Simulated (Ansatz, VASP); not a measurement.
## Two plane-wave programs on Mn

```
Mn
1.0
     0.00000    2.49346    2.49346
     2.49346    0.00000    2.49346
     2.49346    2.49346    0.00000
Mn
2
Cartesian
  0.0000 0.0000 0.0000
  2.4935 2.4935 2.4935
```

Alike in both runs: task single point; functional RPBE; k mesh 13 × 13 × 13; occupations fermi-dirac, width 0.05 eV; collinear spin.

|  | VASP | Ansatz |
| --- | --- | --- |
| version | VASP 6.6.1 | Ansatz 0.2.0 |
| potentials or method | VASP PAW PBE potentials, release 64 (Mn_pv), cutoff 520 eV | plane waves (420 eV) with PAW, scalar-relativistic |
| valence electrons in the cell | 26 | 30 |

Ansatz gave:

- pressure (GPa): -3.7
- net moment per atom (μB): 0.00
- size of the moment on the site where the two differ most (μB): 2.89

What did VASP give for the same quantities?

Pressure (GPa): -3.5; net moment per atom (μB): 0.00; size of the moment on the site where the two differ most (μB): 2.99.

VASP's potentials were made for PBE, not for RPBE. Site moments also hang on the region over which each program counts them. VASP's potentials hold 26 valence electrons a cell and Ansatz's 30, so a difference there can come from the potentials and not from the codes.
